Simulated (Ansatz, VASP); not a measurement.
# Al16Co16Si: VASP beside Ansatz

```
Al Co Si
1.0
     0.00000    5.70309    5.70309
     5.70309    0.00000    5.70309
     5.70309    5.70309    0.00000
Al Co Si
16 16 1
Direct
  0.99248 0.00082 0.00745
  0.26106 0.23255 0.27542
  0.98993 0.00572 0.50448
  0.22750 0.23256 0.77243
  0.00177 0.50082 0.99817
  0.24329 0.75341 0.25146
  0.98991 0.50146 0.50448
  0.22748 0.76912 0.77245
  0.49545 0.99592 0.01002
  0.75952 0.23990 0.24042
  0.49251 0.00083 0.50742
  0.74846 0.24823 0.75664
  0.49545 0.50019 0.01000
  0.75951 0.76172 0.24043
  0.60996 0.50081 0.38993
  0.72453 0.76910 0.73884
  0.12372 0.12405 0.13338
  0.37420 0.38476 0.39587
  0.11651 0.12522 0.63465
  0.37921 0.34671 0.92892
  0.12372 0.62042 0.13339
  0.37419 0.84674 0.39588
  0.07104 0.65490 0.62072
  0.36529 0.87645 0.88342
  0.62342 0.12171 0.13473
  0.91582 0.35736 0.37103
  0.60407 0.15490 0.62573
  0.86655 0.38122 0.87621
  0.62892 0.64428 0.08407
  0.86521 0.87992 0.37651
  0.60406 0.61687 0.62574
  0.86654 0.87759 0.87621
  0.34618 0.50083 0.65379
```

Alike in both runs: functional PBE; k mesh 1 × 1 × 1; occupations methfessel-paxton of order 1, width 0.1 eV; no spin polarisation.

Ansatz relaxed the structure, and its values are those at the end. VASP's run is a single point on that final structure, the one shown.

```csv
,VASP,Ansatz
version,VASP 6.6.1,Ansatz 0.2.0
potentials or method,"VASP PAW PBE potentials, release 64 (Al, Co, Si), cutoff 520 eV",plane-wave PAW DFT
valence electrons in the cell,196,324
```

|  | VASP | Ansatz | Ansatz less VASP |
| --- | --- | --- | --- |
| rms of the force components (eV/Å) | 0.011 | 0.003 | -0.0081 |

VASP's potentials hold 196 valence electrons a cell and Ansatz's 324, so a difference there can come from the potentials and not from the codes.
